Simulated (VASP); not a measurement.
# WF2: single point with PBEsol

Crystal: WF2.

```xyz
6
Lattice="5.4382 0.0000 0.0000 0.0000 5.4382 0.0000 0.0000 0.0000 2.6334" Properties=species:S:1:pos:R:3 pbc="T T T"
W     0.0000    0.0000    0.0000
W     2.7191    2.7191    1.3167
F     1.5139    1.5139    0.0000
F     3.9243    3.9243    0.0000
F     4.2330    1.2052    1.3167
F     1.2052    4.2330    1.3167
```

| Item | Value |
| --- | --- |
| Program | VASP 6.6.1 |
| Task | single point |
| Functional | PBEsol |
| Potentials or basis | VASP PAW PBE potentials, release 64 (W_sv, F) |
| Cutoff | 520 eV |
| k mesh | 8 × 8 × 14 |
| Occupations | gaussian, width 0.1 eV |
| Spin | no spin polarisation |

The pressure is 1.0 GPa, the largest force is 0.050 eV/Å and the band gap on the k mesh is zero (bands 28 and 29 overlap by 0.82 eV).

Forces in eV/Å, atoms in the order of the input:
```
W    0.000  0.000  0.000
W    0.000  0.000  0.000
F   -0.035 -0.035  0.000
F    0.035  0.035  0.000
F   -0.035  0.035  0.000
F    0.035 -0.035  0.000
```

Levels at points of the mesh, in eV from the Fermi level:
```csv
k point,band 24,band 25,band 26,band 27,band 28,band 29,band 30,band 31,band 32,band 33
"(0.00, 0.00, 0.00)",-7.41,-4.41,-4.27,-1.11,-0.50,0.71,0.72,1.69,1.69,2.97
"(0.50, 0.00, 0.00)",-7.58,-4.07,-4.07,-0.16,-0.16,1.34,1.34,1.90,1.90,2.03
"(0.50, 0.50, 0.00)",-7.52,-4.32,-4.32,-0.08,-0.08,0.76,0.76,1.72,1.72,2.94
"(0.00, 0.00, 0.50)",-8.02,-2.13,-2.13,-0.21,-0.21,1.44,1.44,2.04,2.04,3.04
"(0.50, 0.00, 0.50)",-7.85,-2.47,-2.47,-0.17,-0.17,0.41,0.41,2.55,2.55,4.20
"(0.50, 0.50, 0.50)",-7.85,-2.22,-2.22,-0.27,-0.27,1.32,1.32,2.30,2.30,3.10
```

Run time: 2.5 min on 1 thread of Intel(R) Xeon(R) Platinum 8488C (Sapphire Rapids), with other jobs on the host, peak memory 0.36 GiB.

Caveat: the PAW data sets were made with another functional, which shifts forces and pressure a little; spin-orbit coupling is left out, which moves the levels of the heavy elements.
